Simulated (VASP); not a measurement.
A run of VASP 6.6.1 is set up as follows.

File INCAR:

```
SYSTEM = H
ALGO = Normal ; EDIFF = 1E-7
ENCUT = 520 ; GGA = PS
ISIF = 2 ; ISMEAR = 0
LASPH = .True. ; LCHARG = .False.
LREAL = .False. ; LWAVE = .False.
NBANDS = 10 ; NELM = 60
PREC = Accurate ; SIGMA = 0.02
```

The input KPOINTS:

```
k-points
0
Gamma
  6 6 6
  0 0 0
```

The input POSCAR:

```
H
1.0
    2.6234813799     -2.5669048168      0.0000000000
    2.6234813799      2.5669048168      0.0000000000
    0.0000000000      0.0000000000      4.1418180000
H
4
Direct
    0.9532956300      0.0467043700      0.0685088900
    0.4532956300      0.5467043700      0.4314911100
    0.5467043700      0.4532956300      0.5685088900
    0.0467043700      0.9532956300      0.9314911100
```

Potentials or basis: VASP PAW PBE potentials, release 64 (H).

The run is started by

```sh
$ cat potpaw_PBE.64/H/POTCAR > POTCAR
$ mpirun -np 1 vasp_std > vasp.out
```

**Question.** What does it give for the band gap on the k mesh?

**Answer.** 9.14 eV, indirect (least direct gap 9.76 eV).

**Question.** Estimate the largest force.

**Answer.** 0.574 eV/Å.

**Question.** Predict the pressure.

**Answer.** 0.7 GPa.

Stress tensor (GPa, compression positive):
```
-0.13  0.00  0.00
 0.00  0.82  0.00
 0.00  0.00  1.29
```

Caveat: the PAW data sets were made with another functional, which shifts forces and pressure a little. A k mesh can miss the band edges.
